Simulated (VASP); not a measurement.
# Pt (R-3m) in VASP: a series of runs

The runs below take Pt through single point, with PBE.

Program: VASP 6.6.1. These are calculated values, not measurements. Logs are shortened: lines on timing, memory, paths and dates and some standing lists are left out, and cuts for length are marked.

## (1) The cell of the first run

It takes space group R-3m (No. 166, trigonal). The conventional cell has a = 2.790 Å, b = 2.790 Å, c = 6.681 Å, α = 90.00°, β = 90.00°, γ = 120.00°. Pt (site symmetry -3m) has 12 Pt at 2.75 to 2.79 Å within 3.6 Å.

## (2) Single point, PBE (equal xy, yz and zx shear strains of -1.5 %)

Contents of INCAR:

```
  PREC = Accurate
  ENCUT = 520
  EDIFF = 1E-7
  ISMEAR = -1
  SIGMA = 0.03
  LREAL = False
  LASPH = True
  NELM = 60
  ALGO = Normal
  ISIF = 2
  LWAVE = False
  LCHARG = False
  GGA = PE
  NBANDS = 11
```

Contents of KPOINTS:

```
regular mesh
0
Gamma
  18 18 18
```

Contents of POSCAR:

```
Pt
1.0
   -0.0293685000      1.9432157500      1.9432157500
    1.9432157500     -0.0293685000      1.9432157500
    1.9432157500      1.9432157500     -0.0293685000
Pt
1
Direct
    0.0000000000      0.0000000000      0.0000000000
```

Potentials or basis: VASP PAW PBE potentials, release 64 (Pt).

Started as:

```bash
$ cat potpaw_PBE.64/Pt/POTCAR > POTCAR
$ mpirun -np 1 vasp_std > vasp.out
```

OUTCAR:

```text
PREC = Accurate
   ENCUT = 520
   EDIFF = 1E-7
   ISMEAR = -1
   LREAL = False
   LASPH = True
   NELM = 60
   ISIF = 2
   GGA = PE

 ion  position               nearest neighbor table
   1  0.000  0.000  0.000-

  LATTYP: Found a trigonal (rhomboedric) cell.
 ALAT       =     2.7482789907
 COS(alpha) =     0.4848312789

  Lattice vectors:

 A1 = (  -0.0293685000,   1.9432157500,   1.9432157500)
 A2 = (   1.9432157500,  -0.0293685000,   1.9432157500)
 A3 = (   1.9432157500,   1.9432157500,  -0.0293685000)

Analysis of symmetry for initial positions (statically):
=====================================================================
 Subroutine PRICEL returns:
 Original cell was already a primitive cell.

 Routine SETGRP: Setting up the symmetry group for a
 trigonal (rhombohedral) supercell.

 Subroutine GETGRP returns: Found 12 space group operations
 (whereof 12 operations were pure point group operations)
 out of a pool of 12 trial point group operations.

The static configuration has the point symmetry D_3d.

Analysis of symmetry for dynamics (positions and initial velocities):
=====================================================================
 Subroutine PRICEL returns:
 Original cell was already a primitive cell.

 Routine SETGRP: Setting up the symmetry group for a
 trigonal (rhombohedral) supercell.

 Subroutine GETGRP returns: Found 12 space group operations
 (whereof 12 operations were pure point group operations)
 out of a pool of 12 trial point group operations.

The dynamic configuration has the point symmetry D_3d.

 Subroutine INISYM returns: Found 12 space group operations
 (whereof 12 operations are pure point group operations),
 and found     1 'primitive' translations

----------------------------------------------------------------------------------------

                                     Primitive cell

  volume of cell :      15.0082

  direct lattice vectors                    reciprocal lattice vectors
    -0.029368500  1.943215750  1.943215750    -0.251544588  0.255404608  0.255404608
     1.943215750 -0.029368500  1.943215750     0.255404608 -0.251544588  0.255404608
     1.943215750  1.943215750 -0.029368500     0.255404608  0.255404608 -0.251544588

  length of vectors
     2.748278991  2.748278991  2.748278991     0.440156458  0.440156458  0.440156458

  position of ions in fractional coordinates (direct lattice)
     0.000000000  0.000000000  0.000000000

  ion indices of the primitive-cell ions
   primitive index   ion index
                 1           1

----------------------------------------------------------------------------------------

 KPOINTS: regular mesh

Automatic generation of k-mesh.
 Grid dimensions read from file:
 generate k-points for:   18   18   18

 Generating k-lattice:

  Cartesian coordinates                     Fractional coordinates (reciprocal lattice)
    -0.013974699  0.014189145  0.014189145     0.055555556 -0.000000000 -0.000000000
     0.014189145 -0.013974699  0.014189145    -0.000000000  0.055555556 -0.000000000
     0.014189145  0.014189145 -0.013974699    -0.000000000 -0.000000000  0.055555556

  Length of vectors
     0.024453137  0.024453137  0.024453137

  Shift w.r.t. Gamma in fractional coordinates (k-lattice)
     0.000000000  0.000000000  0.000000000

 Subroutine IBZKPT returns following result:
 ===========================================

 Found    580 irreducible k-points:

 Following reciprocal coordinates:
            Coordinates               Weight
  0.000000  0.000000  0.000000      1.000000
  0.055556  0.000000  0.000000      6.000000
  0.111111  0.000000  0.000000      6.000000
  0.166667  0.000000  0.000000      6.000000
  0.222222  0.000000  0.000000      6.000000
  0.277778  0.000000 -0.000000      6.000000
[... 16 lines left out ...]
 -0.277778  0.055556  0.000000     12.000000
 -0.222222  0.055556 -0.000000     12.000000
 [... further k-points ...]
   k-points           NKPTS =    580   k-points in BZ     NKDIM =    580   number of bands    NBANDS=     11
   number of dos      NEDOS =    301   number of ions     NIONS =      1
   total plane-waves  NPLWV =   8000
   dimension x,y,z NGX =    20 NGY =   20 NGZ =   20
   dimension x,y,z NGXF=    40 NGYF=   40 NGZF=   40
   ions per type =               1
   NGX,Y,Z   is equivalent  to a cutoff of  12.10, 12.10, 12.10 a.u.
   NGXF,Y,Z  is equivalent  to a cutoff of  24.20, 24.20, 24.20 a.u.
 SYSTEM =  unknown system
   PREC   = accura    normal or accurate (medium, high low for compatibility)
   ISTART =      0    job   : 0-new  1-cont  2-samecut
   ICHARG =      2    charge: 1-file 2-atom 10-const
   ISPIN  =      1    spin polarized calculation?
   LNONCOLLINEAR =      F non collinear calculations
   LSORBIT =      F    spin-orbit coupling
   LASPH  =      T    aspherical Exc in radial PAW
   ENCUT  =  520.0 eV  38.22 Ry    6.18 a.u.   5.11  5.11  5.11*2*pi/ulx,y,z
   NELM   =     60;   NELMIN=  2; NELMDL= -5     # of ELM steps
   EDIFF  = 0.1E-06   stopping-criterion for ELM
   LREAL  =      F    real-space projection
   EDIFFG = 0.1E-05   stopping-criterion for IOM
   NSW    =      0    number of steps for IOM
   IBRION =     -1    ionic relax: 0-MD 1-quasi-New 2-CG
   NFREE  =      0    steps in history (QN), initial steepest desc. (CG)
   ISIF   =      2    stress and relaxation
   ISYM   =      2    0-nonsym 1-usesym 2-fastsym
   POTIM  = 0.5000    time-step for ionic-motion
   TEBEG  =    0.0;   TEEND  =   0.0 temperature during run
   PSTRESS=    0.0 pullay stress
   NELECT =      10.0000    total number of electrons
   NUPDOWN=      -1.0000    fix difference up-down
   EMIN   =  10.00;   EMAX   =-10.00  energy-range for DOS
   EFERMI =   0.00;   METHOD = LEGACY
   ISMEAR =    -1;   SIGMA  =   0.03  broadening in eV -4-tet -1-fermi 0-gaus
   EFERMI_NEDOS =   21; number of points for ismear=-14 and -15
   IALGO  =     38    algorithm
   IMIX   =      4    mixing-type and parameters
     AMIX     =   0.40;   BMIX     =  1.00
     AMIX_MAG =   1.60;   BMIX_MAG =  1.00
  volume/ion in A,a.u.               =      15.01       101.28
  Fermi-wavevector in a.u.,A,eV,Ry     =   1.429878  2.702077 27.817793  2.044550
  Thomas-Fermi vector in A             =   2.549784
   LORBIT       =      0    0 simple, 1 ext, 2 COOP (PROOUT), +10 PAW based schemes
   GGA     = PE    functional components
   LHFCALC =     F    Hartree Fock is set to
   AEXX    =    0.0000 exact exchange contribution
   IVDW    =     0    specifies the selected vdW correction
   LEPSILON=     F    determine dielectric tensor
   LRPA    =     F    only Hartree local field effects (RPA)
 non-spin polarized calculation
  energy-cutoff  :      520.00
  volume of cell :       15.01
 maximum number of plane-waves:       416
   NGX = 11   NGY = 11   NGZ = 11

 number of electron      10.0000001 magnetization

 Free energy of the ion-electron system (eV)
  ---------------------------------------------------
  ext. energy  EPLUGINS =         0.00000000
  ---------------------------------------------------
  free energy    TOTEN  =        -6.07500979 eV

  energy without entropy =       -6.06868925  energy(sigma->0) =       -6.07184952

 E-fermi :  11.3605     XC(G=0): -13.5195

 val. band max:       11.3600211641   @ k =  -0.3333   0.3889   0.1111
 cond. band min:      11.3620202701   @ k =  -0.1667  -0.4444   0.0556
 fundamental gap:      0.0019991060
 Fermi energy:        11.3605286572

 k-point     1 :       0.0000    0.0000    0.0000
  band No.  band energies     occupation
      1       1.0871      2.00000
      2       7.4381      2.00000
      3       7.4381      2.00000
      4       7.7231      2.00000
      5       9.7216      2.00000
      6       9.7216      2.00000
      7      25.9760      0.00000
      8      30.7391      0.00000
      9      30.7391      0.00000
     10      31.4833      0.00000
     11      36.3442      0.00000

 k-point     2 :       0.0556    0.0000    0.0000
  band No.  band energies     occupation
      1       1.2105      2.00000
      2       7.3974      2.00000
      3       7.4809      2.00000
      4       7.7617      2.00000
      5       9.6960      2.00000
      6       9.6961      2.00000
      7      26.1669      0.00000
      8      30.1434      0.00000
      9      30.9361      0.00000
     10      31.6169      0.00000
     11      37.0696      0.00000

 k-point     3 :       0.1111    0.0000    0.0000
  band No.  band energies     occupation
      1       1.5695      2.00000
      2       7.2750      2.00000
      3       7.5909      2.00000
      4       7.8824      2.00000
      5       9.6428      2.00000
      6       9.6440      2.00000
      7      26.6851      0.00000
      8      28.7905      0.00000
      9      31.5096      0.00000
     10      32.1346      0.00000
     11      37.9035      0.00000

 k-point     4 :       0.1667    0.0000    0.0000
  band No.  band energies     occupation
      1       2.1242      2.00000
      2       7.1312      2.00000
      3       7.7091      2.00000
      4       8.0292      2.00000
      5       9.6372      2.00000
      6       9.6374      2.00000
      7      27.1287      0.00000
      8      27.4225      0.00000
      9      32.4049      0.00000
     10      32.9697      0.00000
     11      36.3225      0.00000

 k-point     5 :       0.2222    0.0000    0.0000
  band No.  band energies     occupation
      1       2.7868      2.00000
      2       7.0901      2.00000
      3       7.7526      2.00000
      4       8.0951      2.00000
      5       9.7707      2.00000
      6       9.7891      2.00000
      7      25.4769      0.00000
      8      27.7599      0.00000
      9      33.4825      0.00000
     10      33.9623      0.00000
     11      35.0656      0.00000
[... 211 lines left out ...]
 k-point    21 :      -0.3889    0.0556   -0.0000
  band No.  band energies     occupation
      1       4.0478      2.00000
      2       7.3642      2.00000
      3       7.7790      2.00000
      4       9.1534      2.00000
      5      10.9196      2.00000
      6      11.5973      0.00075
      7      18.9742      0.00000
      8      26.1502      0.00000
      9      30.2719      0.00000
     10      31.8120      0.00000
     11      37.9879      0.00000

 k-point    22 :      -0.3333    0.0556    0.0000
  band No.  band energies     occupation
      1       3.9550      2.00000
      2       7.4909      2.00000
      3       7.8953      2.00000
      4       8.1575      2.00000
      5      10.4472      2.00000
      6      11.1159      1.99943
      7      20.9473      0.00000
      8      26.6954      0.00000
      9      31.0134      0.00000
     10      33.2404      0.00000
     11      36.2488      0.00000

 k-point    23 :      -0.2778    0.0556    0.0000
  band No.  band energies     occupation
      1       3.6589      2.00000
      2       7.3480      2.00000
      3       7.6740      2.00000
      4       8.0352      2.00000
      5       9.9575      2.00000
      6      10.6430      2.00000
      7      23.0090      0.00000
      8      27.3774      0.00000
      9      31.9254      0.00000
     10      34.6188      0.00000
     11      35.0474      0.00000

 k-point    24 :      -0.2222    0.0556   -0.0000
  band No.  band energies     occupation
      1       3.1063      2.00000
      2       7.0167      2.00000
      3       7.7714      2.00000
      4       8.1377      2.00000
      5       9.5682      2.00000
      6      10.2289      2.00000
      7      24.9479      0.00000
      8      27.8457      0.00000
      9      32.4458      0.00000
     10      33.8448      0.00000
     11      35.3081      0.00000

 [... further k-points ...]

------------------------ aborting loop because EDIFF is reached ----------------------------------------

  FORCE on cell =-STRESS in cart. coord.  units (eV):
  Direction    XX          YY          ZZ          XY          YZ          ZX
  --------------------------------------------------------------------------------------
  -------------------------------------------------------------------------------------
  Total        1.0383099      1.0383099      1.0383099      0.1108293      0.1108293      0.1108293
  in kB      110.8433681    110.8433681    110.8433681     11.8314372     11.8314372     11.8314372
  external PRESSURE =     110.8433681 kB  Pullay stress =       0.0000000 kB

 VOLUME and BASIS-vectors are now :
 -----------------------------------------------------------------------------
  energy-cutoff  :      520.00
  volume of cell :       15.01
      direct lattice vectors                 reciprocal lattice vectors
    -0.029368500  1.943215750  1.943215750    -0.251544588  0.255404608  0.255404608
     1.943215750 -0.029368500  1.943215750     0.255404608 -0.251544588  0.255404608
     1.943215750  1.943215750 -0.029368500     0.255404608  0.255404608 -0.251544588

 POSITION                                       TOTAL-FORCE (eV/Angst)
 -----------------------------------------------------------------------------------
      0.00000      0.00000      0.00000        -0.000000      0.000000     -0.000000
 -----------------------------------------------------------------------------------
    total drift:                               -0.000000     -0.000000     -0.000000

  FREE ENERGIE OF THE ION-ELECTRON SYSTEM (eV)
  ---------------------------------------------------
  free  energy   TOTEN  =        -6.0750097900 eV

  energy  without entropy=       -6.0686892488  energy(sigma->0) =       -6.07184952
```

Run time: 41 s. Hardware: 1 thread of AMD EPYC 9R45 (Zen 5), shared host; peak memory 0.18 GiB.

What came out:

```yaml
Free_energy: -6.0750 eV
Pressure: 11.1 GPa
Band_gap_on_the_k_mesh: zero (band 5 reaches 11.88 eV, above the bottom of band 6 at 9.53 eV)
```

Levels at points of the mesh, in eV from the Fermi level:
```
           k point  band 1  band 2  band 3  band 4  band 5  band 6  band 7  band 8  band 9  band 10
(0.00, 0.00, 0.00)  -10.27   -3.92   -3.92   -3.64   -1.64   -1.64   14.62   19.38   19.38    20.12
(0.50, 0.00, 0.00)   -7.40   -4.05   -3.70   -0.56   -0.07    0.10    5.78   14.25   18.91    19.35
(0.50, 0.50, 0.00)   -7.14   -6.67   -0.01    0.48    0.52    1.77    8.94   11.13   11.70    20.20
(0.50, 0.50, 0.50)   -7.32   -3.92   -3.92   -0.30    0.09    0.09    6.20   14.03   18.68    18.68
```

Caveat: the cell differs from its parent crystal (equal xy, yz and zx shear strains of -1.5 %); spin-orbit coupling is left out, which moves the levels of the heavy elements.

## (3) Single point, PBE (equal xy, yz and zx shear strains of -1 %)

Contents of INCAR:

```
PREC = Accurate
ENCUT = 520
EDIFF = 1E-6
ISMEAR = -1
SIGMA = 0.03
LREAL = F
LASPH = T
NELM = 100
ALGO = Normal
ISIF = 2
LWAVE = F
LCHARG = T
GGA = PE
LELF = T
LVHAR = T
NBANDS = 11
```

Contents of KPOINTS:

```
Automatic mesh
0
Gamma
  18 18 18
```

Contents of POSCAR:

```
Pt
1.0
   -0.0195790000      1.9481105000      1.9481105000
    1.9481105000     -0.0195790000      1.9481105000
    1.9481105000      1.9481105000     -0.0195790000
Pt
1
Direct
    0.0000000000      0.0000000000      0.0000000000
```

Potentials or basis: VASP PAW PBE potentials, release 64 (Pt).

Started as:

```bash
$ cat potpaw_PBE.64/Pt/POTCAR > POTCAR
$ mpirun -np 1 vasp_std > vasp.out
```

OUTCAR:

```text
PREC = Accurate
   ENCUT = 520
   EDIFF = 1E-6
   ISMEAR = -1
   LREAL = F
   LASPH = T
   NELM = 100
   ISIF = 2
   GGA = PE

 ion  position               nearest neighbor table
   1  0.000  0.000  0.000-

  LATTYP: Found a trigonal (rhomboedric) cell.
 ALAT       =     2.7551138593
 COS(alpha) =     0.4899250057

  Lattice vectors:

 A1 = (  -0.0195790000,   1.9481105000,   1.9481105000)
 A2 = (   1.9481105000,  -0.0195790000,   1.9481105000)
[... 514 lines left out ...]
     11      35.2369      0.00000

 [... further k-points ...]

------------------------ aborting loop because EDIFF is reached ----------------------------------------

  FORCE on cell =-STRESS in cart. coord.  units (eV):
  Direction    XX          YY          ZZ          XY          YZ          ZX
  --------------------------------------------------------------------------------------
  -------------------------------------------------------------------------------------
  Total        1.0281225      1.0281225      1.0281225      0.0734237      0.0734237      0.0734237
  in kB      109.7454767    109.7454767    109.7454767      7.8375113      7.8375113      7.8375113
  external PRESSURE =     109.7454767 kB  Pullay stress =       0.0000000 kB

 VOLUME and BASIS-vectors are now :
 -----------------------------------------------------------------------------
  energy-cutoff  :      520.00
  volume of cell :       15.01
      direct lattice vectors                 reciprocal lattice vectors
    -0.019579000  1.948110500  1.948110500    -0.252821773  0.255388491  0.255388491
     1.948110500 -0.019579000  1.948110500     0.255388491 -0.252821773  0.255388491
     1.948110500  1.948110500 -0.019579000     0.255388491  0.255388491 -0.252821773

 POSITION                                       TOTAL-FORCE (eV/Angst)
 -----------------------------------------------------------------------------------
      0.00000      0.00000      0.00000         0.000000     -0.000000      0.000000
 -----------------------------------------------------------------------------------
    total drift:                               -0.000000     -0.000000     -0.000000

  FREE ENERGIE OF THE ION-ELECTRON SYSTEM (eV)
  ---------------------------------------------------
  free  energy   TOTEN  =        -6.0764839264 eV

  energy  without entropy=       -6.0701118467  energy(sigma->0) =       -6.07329789
```

Wall time 39 s (1 thread of AMD EPYC 9R45 (Zen 5), shared host); peak memory 0.18 GiB.

What came out:

- Free energy: -6.0765 eV
- Pressure: 11.0 GPa
- Band gap on the k mesh: zero (band 5 reaches 11.87 eV, above the bottom of band 6 at 9.55 eV)

Caveat: the cell differs from its parent crystal (equal xy, yz and zx shear strains of -1 %); spin-orbit coupling is left out, which moves the levels of the heavy elements.
